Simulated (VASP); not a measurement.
Runs of VASP 6.6.1 on AlTl2. The structure is that of space group P6/mmm (No. 191), or close to it. The cells are those of the table. The cell was generated, and may not be a known phase.

```csv
task,cell,k mesh,cutoff (eV),gap on the mesh (eV),pressure (GPa),relaxed volume (Å³/atom)
single point,"a = 5.555, b = 5.555, c = 3.130 Å, angles 90.0, 90.0, 120.0°, 3 atoms",12 × 12 × 14,520,none,0.0,-
single point,"a = 5.473, b = 5.473, c = 3.200 Å, angles 90.0, 90.0, 120.0°, 3 atoms",6 × 6 × 6,520,none,0.0,-
relaxation of cell and atoms,"relaxed from a = 5.633, b = 5.633, c = 3.073 Å, angles 90.0, 90.0, 120.0°, 3 atoms",6 × 6 × 6,600,none,0.0,(a)
relaxation of cell and atoms,"relaxed from a = 5.473, b = 5.473, c = 3.200 Å, angles 90.0, 90.0, 120.0°, 3 atoms",12 × 12 × 14,600,none,0.0,27.91
```

Alike in all rows: level PBE; potentials or basis VASP PAW PBE potentials, release 64 (Al, Tl_d); no spin polarisation; smearing gaussian 0.1 eV.

Problem. Fill in the values left out.

Solution. (a) 27.73.

Caveats: spin-orbit coupling is left out, which moves the levels of the heavy elements.

A k mesh can miss the band edges, and the runs leave out spin-orbit coupling on Tl.

A gap of «none» marks levels without a gap at the run's occupations.
